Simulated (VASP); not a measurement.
Here is a VASP 6.6.1 calculation.

File INCAR:

```
  PREC = Accurate
  ENCUT = 520
  EDIFF = 1E-6
  ISMEAR = 0
  SIGMA = 0.1
  LREAL = F
  LASPH = T
  NELM = 100
  ALGO = Normal
  ISIF = 2
  LWAVE = F
  LCHARG = T
  GGA = PE
  LELF = T
  LVHAR = T
  NBANDS = 25
```

The input KPOINTS:

```
Automatic mesh
0
Gamma
  10 4 6
```

Contents of POSCAR:

```
Si3B
1.0
    3.3838471108      0.0000000000      0.0000000000
    0.0000000000      7.2467161865      0.0000000000
    0.0000000000      0.0000000000      5.2732021947
Si B
6 2
Direct
    0.5000000000      0.7340477034      0.1616621902
    0.5000000000      0.2659522966      0.1616621902
    0.0000000000      0.7659522966      0.8383378098
    0.0000000000      0.2340477034      0.8383378098
    0.0000000000      0.5000000000      0.5733511545
    0.5000000000      0.0000000000      0.4266488455
    0.5000000000      0.5000000000      0.3613615472
    0.0000000000      0.0000000000      0.6386384528
```

Potentials or basis: VASP PAW PBE potentials, release 64 (Si, B).

Launch:

```bash
$ cat potpaw_PBE.64/Si/POTCAR potpaw_PBE.64/B/POTCAR > POTCAR
$ mpirun -np 1 vasp_std > vasp.out
```

Question: Estimate the largest force.

Answer: 0.011 eV/Å.

Question: What does it give for the band gap on the k mesh?

Answer: Zero (bands 15 and 16 overlap by 3.98 eV).

Question: Predict the pressure.

Answer: -0.1 GPa.

Forces on the atoms (eV/Å):
```
Si   0.000  0.009 -0.007
Si   0.000 -0.009 -0.007
Si   0.000 -0.009  0.007
Si   0.000  0.009  0.007
Si   0.000  0.000  0.008
Si   0.000  0.000 -0.008
B    0.000  0.000  0.002
B    0.000  0.000 -0.002
```
